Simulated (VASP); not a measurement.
# SnN2F2: single point with PBE

The system is SnN2F2.

```xyz
5
Lattice="4.3970 -2.6470 0.0000 4.3970 2.6470 0.0000 -1.2529 0.0000 3.5211" Properties=species:S:1:pos:R:3 pbc="T T T"
Sn    0.0239   -0.0183    0.0373
F     0.6644   -0.0179    2.2054
F     6.8175    0.0466    1.3065
N     3.9605    0.0024    0.3067
N     3.5684    0.0350    3.1986
```

This cell differs from its parent crystal: atoms moved at random.

```yaml
Program: VASP 6.6.1
Task: single point
Functional: PBE
Potentials_or_basis: VASP PAW PBE potentials, release 64 (Sn_d, F, N)
Cutoff: 520 eV
k_mesh: 6 × 6 × 8
Occupations: fermi-dirac, width 0.05 eV
Spin: no spin polarisation
Dipole_correction: no
Further_INCAR_settings: ALGO = Normal; EDIFF = 1e-07; NBANDS = 27
```

```
Pressure               : 13.4 GPa
Largest force          : 9.091 eV/Å
Band gap on the k mesh : 1.32 eV
```

Forces in eV/Å, atoms in the order of the input:
```
Sn  -0.298  0.327 -0.051
F    0.208  0.019  0.155
F    0.146 -0.049 -0.053
N   -7.287 -0.472  5.415
N    7.232  0.175 -5.465
```

Stress tensor (GPa, compression positive):
```
14.21  0.69 -8.60
 0.69 16.77 -0.46
-8.60 -0.46  9.17
```

Levels at points of the mesh, in eV from the valence-band top:
| k point | band 16 | band 17 | band 18 | band 19 | band 20 | band 21 | band 22 | band 23 |
| --- | --- | --- | --- | --- | --- | --- | --- | --- |
| (0.00, 0.00, 0.00) | -3.45 | -3.08 | -2.92 | -1.99 | 2.27 | 2.52 | 3.91 | 4.40 |
| (0.50, 0.00, 0.00) | -3.37 | -3.12 | -3.00 | -1.34 | 1.60 | 2.43 | 2.98 | 3.89 |
| (0.00, 0.50, 0.00) | -3.38 | -3.08 | -3.03 | -1.37 | 1.58 | 2.41 | 2.97 | 3.90 |
| (0.50, 0.50, 0.00) | -3.34 | -3.00 | -2.81 | -1.71 | 2.33 | 2.45 | 2.77 | 4.47 |
| (0.00, 0.00, 0.50) | -3.44 | -3.06 | -2.89 | -0.50 | 1.85 | 3.26 | 4.46 | 4.67 |
| (0.50, 0.00, 0.50) | -3.37 | -2.96 | -2.76 | 0.00 | 1.32 | 2.81 | 3.34 | 5.03 |
| (0.00, 0.50, 0.50) | -3.37 | -2.95 | -2.76 | 0.00 | 1.32 | 2.75 | 3.34 | 5.01 |
| (0.50, 0.50, 0.50) | -3.54 | -2.91 | -2.89 | -0.39 | 1.86 | 3.44 | 4.29 | 5.02 |

Wall time 4.1 min on 1 thread of Intel(R) Xeon(R) Platinum 8259CL CPU @ 2.50GHz (Skylake/Cascade Lake), on a shared host, peak memory 0.41 GiB.

Caveat: the cell differs from its parent crystal (atoms moved at random); the standard files for N, O and F lose accuracy on very short bonds; the stress differs along the axes, from 9 to 17 GPa; spin-orbit coupling is left out, which moves the levels of the heavy elements; forces of over 1 eV/Å act on the atoms, so gaps and moduli don't describe the material at rest. A k mesh can miss the band edges.
